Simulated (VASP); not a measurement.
# Ag (Fm-3m) in VASP: a series of runs

The runs below take Ag through single point, with PBEsol.

Program: VASP 6.6.1. These are calculated values, not measurements. Logs are shortened: lines on timing, memory, paths and dates and some standing lists are left out, and cuts for length are marked.

**1. The cell of the first run**

Symmetry: Fm-3m, No. 225, cubic system. Conventional cell: a = 4.054 Å, b = 4.054 Å, c = 4.054 Å, α = 90.00°, β = 90.00°, γ = 90.00°. Within 3.8 Å of Ag (site symmetry m-3m) lie 12 Ag at 2.87 Å.

**2. Single point, PBEsol**

INCAR reads:

```
SYSTEM = Ag
PREC = Accurate
ENCUT = 520
EDIFF = 1E-6
ISMEAR = 0
SIGMA = 0.15
LREAL = .FALSE.
LASPH = .TRUE.
NELM = 80
ALGO = Normal
ISIF = 2
LWAVE = .FALSE.
LCHARG = .TRUE.
GGA = PS
LELF = .TRUE.
LVHAR = .TRUE.
NBANDS = 12
```

KPOINTS reads:

```
regular mesh
0
G
  28 28 28
  0 0 0
```

POSCAR reads:

```
Ag
1.0
    0.0000000000      2.0272070345      2.0272070345
    2.0272070345      0.0000000000      2.0272070345
    2.0272070345      2.0272070345      0.0000000000
Ag
1
Direct
    0.0000000000      0.0000000000      0.0000000000
```

Potentials or basis: VASP PAW PBE potentials, release 64 (Ag).

Launch:

```
$ cat potpaw_PBE.64/Ag/POTCAR > POTCAR
$ mpirun -np 1 vasp_std > vasp.out
```

OUTCAR:

```text
SYSTEM = Ag
   PREC = Accurate
   ENCUT = 520
   EDIFF = 1E-6
   ISMEAR = 0
   LREAL = .FALSE.
   LASPH = .TRUE.
   NELM = 80
   ISIF = 2
   GGA = PS

 ion  position               nearest neighbor table
   1  0.000  0.000  0.000-

  LATTYP: Found a face centered cubic cell.
 ALAT       =     4.0544140690

  Lattice vectors:

 A1 = (   0.0000000000,   2.0272070345,   2.0272070345)
 A2 = (   2.0272070345,   0.0000000000,   2.0272070345)
 A3 = (   2.0272070345,   2.0272070345,   0.0000000000)

Analysis of symmetry for initial positions (statically):
=====================================================================
 Subroutine PRICEL returns:
 Original cell was already a primitive cell.

 Routine SETGRP: Setting up the symmetry group for a
 face centered cubic supercell.

 Subroutine GETGRP returns: Found 48 space group operations
 (whereof 48 operations were pure point group operations)
 out of a pool of 48 trial point group operations.

The static configuration has the point symmetry O_h .

Analysis of symmetry for dynamics (positions and initial velocities):
=====================================================================
 Subroutine PRICEL returns:
 Original cell was already a primitive cell.

 Routine SETGRP: Setting up the symmetry group for a
 face centered cubic supercell.

 Subroutine GETGRP returns: Found 48 space group operations
 (whereof 48 operations were pure point group operations)
 out of a pool of 48 trial point group operations.

The dynamic configuration has the point symmetry O_h .

 Subroutine INISYM returns: Found 48 space group operations
 (whereof 48 operations are pure point group operations),
 and found     1 'primitive' translations

----------------------------------------------------------------------------------------

                                     Primitive cell

  volume of cell :      16.6619

  direct lattice vectors                    reciprocal lattice vectors
     0.000000000  2.027207034  2.027207034    -0.246644764  0.246644764  0.246644764
     2.027207034  0.000000000  2.027207034     0.246644764 -0.246644764  0.246644764
     2.027207034  2.027207034  0.000000000     0.246644764  0.246644764 -0.246644764

  length of vectors
     2.866903682  2.866903682  2.866903682     0.427201262  0.427201262  0.427201262

  position of ions in fractional coordinates (direct lattice)
     0.000000000  0.000000000  0.000000000

  ion indices of the primitive-cell ions
   primitive index   ion index
                 1           1

----------------------------------------------------------------------------------------

 KPOINTS: regular mesh

Automatic generation of k-mesh.
 Grid dimensions read from file:
 generate k-points for:   28   28   28

 Generating k-lattice:

  Cartesian coordinates                     Fractional coordinates (reciprocal lattice)
    -0.008808742  0.008808742  0.008808742     0.035714286  0.000000000  0.000000000
     0.008808742 -0.008808742  0.008808742     0.000000000  0.035714286  0.000000000
     0.008808742  0.008808742 -0.008808742     0.000000000  0.000000000  0.035714286

  Length of vectors
     0.015257188  0.015257188  0.015257188

  Shift w.r.t. Gamma in fractional coordinates (k-lattice)
     0.000000000  0.000000000  0.000000000

 Subroutine IBZKPT returns following result:
 ===========================================

 Found    624 irreducible k-points:

 Following reciprocal coordinates:
            Coordinates               Weight
  0.000000  0.000000  0.000000      1.000000
  0.035714  0.000000  0.000000      8.000000
  0.071429  0.000000  0.000000      8.000000
  0.107143  0.000000  0.000000      8.000000
  0.142857  0.000000  0.000000      8.000000
  0.178571  0.000000  0.000000      8.000000
[... 16 lines left out ...]
  0.285714  0.035714  0.000000     24.000000
  0.321429  0.035714  0.000000     24.000000
 [... further k-points ...]
   k-points           NKPTS =    624   k-points in BZ     NKDIM =    624   number of bands    NBANDS=     12
   number of dos      NEDOS =    301   number of ions     NIONS =      1
   total plane-waves  NPLWV =  13824
   dimension x,y,z NGX =    24 NGY =   24 NGZ =   24
   dimension x,y,z NGXF=    48 NGYF=   48 NGZF=   48
   ions per type =               1
   NGX,Y,Z   is equivalent  to a cutoff of  13.92, 13.92, 13.92 a.u.
   NGXF,Y,Z  is equivalent  to a cutoff of  27.83, 27.83, 27.83 a.u.
 SYSTEM =  Ag
   PREC   = accura    normal or accurate (medium, high low for compatibility)
   ISTART =      0    job   : 0-new  1-cont  2-samecut
   ICHARG =      2    charge: 1-file 2-atom 10-const
   ISPIN  =      1    spin polarized calculation?
   LNONCOLLINEAR =      F non collinear calculations
   LSORBIT =      F    spin-orbit coupling
   LASPH  =      T    aspherical Exc in radial PAW
   ENCUT  =  520.0 eV  38.22 Ry    6.18 a.u.   5.33  5.33  5.33*2*pi/ulx,y,z
   NELM   =     80;   NELMIN=  2; NELMDL= -5     # of ELM steps
   EDIFF  = 0.1E-05   stopping-criterion for ELM
   LREAL  =      F    real-space projection
   EDIFFG = 0.1E-04   stopping-criterion for IOM
   NSW    =      0    number of steps for IOM
   IBRION =     -1    ionic relax: 0-MD 1-quasi-New 2-CG
   NFREE  =      0    steps in history (QN), initial steepest desc. (CG)
   ISIF   =      2    stress and relaxation
   ISYM   =      2    0-nonsym 1-usesym 2-fastsym
   POTIM  = 0.5000    time-step for ionic-motion
   TEBEG  =    0.0;   TEEND  =   0.0 temperature during run
   PSTRESS=    0.0 pullay stress
   NELECT =      11.0000    total number of electrons
   NUPDOWN=      -1.0000    fix difference up-down
   EMIN   =  10.00;   EMAX   =-10.00  energy-range for DOS
   EFERMI =   0.00;   METHOD = LEGACY
   ISMEAR =     0;   SIGMA  =   0.15  broadening in eV -4-tet -1-fermi 0-gaus
   EFERMI_NEDOS =   21; number of points for ismear=-14 and -15
   IALGO  =     38    algorithm
   IMIX   =      4    mixing-type and parameters
     AMIX     =   0.40;   BMIX     =  1.00
     AMIX_MAG =   1.60;   BMIX_MAG =  1.00
  volume/ion in A,a.u.               =      16.66       112.44
  Fermi-wavevector in a.u.,A,eV,Ry     =   1.425490  2.693786 27.647349  2.032023
  Thomas-Fermi vector in A             =   2.545869
   LORBIT       =      0    0 simple, 1 ext, 2 COOP (PROOUT), +10 PAW based schemes
   GGA     = PS    functional components
   LHFCALC =     F    Hartree Fock is set to
   AEXX    =    0.0000 exact exchange contribution
   IVDW    =     0    specifies the selected vdW correction
   LEPSILON=     F    determine dielectric tensor
   LRPA    =     F    only Hartree local field effects (RPA)
 non-spin polarized calculation
 Gauss-broadening in eV      SIGMA  =   0.15
  energy-cutoff  :      520.00
  volume of cell :       16.66
 maximum number of plane-waves:       464
 NGX is ok and might be reduce to    24
   NGX = 11   NGY = 11   NGZ = 11

 number of electron      11.0000001 magnetization

 Free energy of the ion-electron system (eV)
  ---------------------------------------------------
  ext. energy  EPLUGINS =         0.00000000
  ---------------------------------------------------
  free energy    TOTEN  =        -3.31128037 eV

  energy without entropy =       -3.30881412  energy(sigma->0) =       -3.31004725

 E-fermi :   8.5966     XC(G=0): -12.5505

 val. band max:        8.5751790346   @ k =   0.5000   0.3571   0.1429
 cond. band min:       8.6331024292   @ k =   0.5000   0.3214   0.1071
 fundamental gap:      0.0579233947
 Fermi energy:         8.5966122679

 k-point     1 :       0.0000    0.0000    0.0000
  band No.  band energies     occupation
      1       0.5530      2.00000
      2       3.6985      2.00000
      3       3.6985      2.00000
      4       3.6985      2.00000
      5       4.7887      2.00000
      6       4.7887      2.00000
      7      24.5893      0.00000
      8      28.2984      0.00000
      9      28.2984      0.00000
     10      28.2984      0.00000
     11      33.1769      0.00000
     12      34.4557      0.00000

 k-point     2 :       0.0357    0.0000    0.0000
  band No.  band energies     occupation
      1       0.5940      2.00000
      2       3.6883      2.00000
      3       3.7104      2.00000
      4       3.7104      2.00000
      5       4.7839      2.00000
      6       4.7839      2.00000
      7      24.6056      0.00000
      8      27.9154      0.00000
      9      28.3189      0.00000
     10      28.3189      0.00000
     11      33.3678      0.00000
     12      34.4048      0.00000

 k-point     3 :       0.0714    0.0000    0.0000
  band No.  band energies     occupation
      1       0.7152      2.00000
      2       3.6599      2.00000
      3       3.7442      2.00000
      4       3.7442      2.00000
      5       4.7712      2.00000
      6       4.7712      2.00000
      7      24.6227      0.00000
      8      27.0324      0.00000
      9      28.3767      0.00000
     10      28.3767      0.00000
     11      33.1591      0.00000
     12      34.2329      0.00000
[... 286 lines left out ...]
 k-point    23 :       0.2857    0.0357    0.0000
  band No.  band energies     occupation
      1       2.1031      2.00000
      2       3.8667      2.00000
      3       3.9121      2.00000
      4       4.0919      2.00000
      5       4.9867      2.00000
      6       5.0855      2.00000
      7      18.9347      0.00000
      8      25.0087      0.00000
      9      27.3469      0.00000
     10      29.1289      0.00000
     11      30.8334      0.00000
     12      32.3662      0.00000

 k-point    24 :       0.3214    0.0357    0.0000
  band No.  band energies     occupation
      1       2.1551      2.00000
      2       3.8315      2.00000
      3       3.8721      2.00000
      4       4.5194      2.00000
      5       5.2157      2.00000
      6       5.2266      2.00000
      7      17.5599      0.00000
      8      24.7344      0.00000
      9      27.0960      0.00000
     10      28.5607      0.00000
     11      31.1492      0.00000
     12      32.1857      0.00000

 [... further k-points ...]
[... 5 lines left out ...]
  --------------------------------------------------------------------------------------
  -------------------------------------------------------------------------------------
  Total       -0.0323884     -0.0323884     -0.0323884     -0.0000000     -0.0000000      0.0000000
  in kB       -3.1144144     -3.1144144     -3.1144144     -0.0000000     -0.0000000      0.0000000
  external PRESSURE =      -3.1144144 kB  Pullay stress =       0.0000000 kB

 VOLUME and BASIS-vectors are now :
 -----------------------------------------------------------------------------
  energy-cutoff  :      520.00
  volume of cell :       16.66
      direct lattice vectors                 reciprocal lattice vectors
     0.000000000  2.027207034  2.027207034    -0.246644764  0.246644764  0.246644764
     2.027207034  0.000000000  2.027207034     0.246644764 -0.246644764  0.246644764
     2.027207034  2.027207034  0.000000000     0.246644764  0.246644764 -0.246644764

 POSITION                                       TOTAL-FORCE (eV/Angst)
 -----------------------------------------------------------------------------------
      0.00000      0.00000      0.00000        -0.000000     -0.000000      0.000000
 -----------------------------------------------------------------------------------
    total drift:                               -0.000000      0.000000     -0.000000

  FREE ENERGIE OF THE ION-ELECTRON SYSTEM (eV)
  ---------------------------------------------------
  free  energy   TOTEN  =        -3.3112803744 eV

  energy  without entropy=       -3.3088141238  energy(sigma->0) =       -3.31004725
```

It took 1.8 min on 1 thread of Intel Xeon Platinum 8375C at 2.90GHz (Ice Lake), shared host; peak memory 0.24 GiB.

Results:

| Property | Result |
| --- | --- |
| Free energy | -3.3113 eV |
| Pressure | -0.3 GPa |

Caveat: the PAW data sets were made with another functional, which shifts forces and pressure a little.

(Part 1 of 2 ends here.)
